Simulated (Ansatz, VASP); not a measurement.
## One calculation of Cu, two programs

```
CELL_PARAMETERS angstrom
0.00000 1.80750 1.80750
1.87980 0.00000 1.80750
1.87980 1.80750 0.00000
ATOMIC_POSITIONS crystal
Cu 0.00000 0.00000 0.00000
```

Change from the starting cell: strain +0.0400 x Voigt [1, 0, 0, 0, 0, 0], atoms carried along.

Alike in both runs: task single point; functional PBE; k mesh 22 × 22 × 22; occupations gaussian, width 0.15 eV; no spin polarisation.

|  | VASP | Ansatz |
| --- | --- | --- |
| version | VASP 6.6.1 | Ansatz 0.2.0 |
| potentials or method | VASP PAW PBE potentials, release 64 (Cu), cutoff 520 eV | scalar-relativistic, plane waves, PAW |
| valence electrons in the cell | 11 | 19 |

Ansatz gave:

* gap on the k mesh at the Fermi level (eV): none
* pressure (GPa): -3.5
* traceless stress, the component that is largest in VASP (GPa): -1.59

Task: What did VASP give for the same quantities?

Result: gap on the k mesh at the Fermi level (eV): none; pressure (GPa): -2.9; traceless stress, the component that is largest in VASP (GPa): -1.59.

A gap of «none» marks a metal or a gap that the smearing closes. VASP's potentials hold 11 valence electrons a cell and Ansatz's 19, so a difference there can come from the potentials and not from the codes.
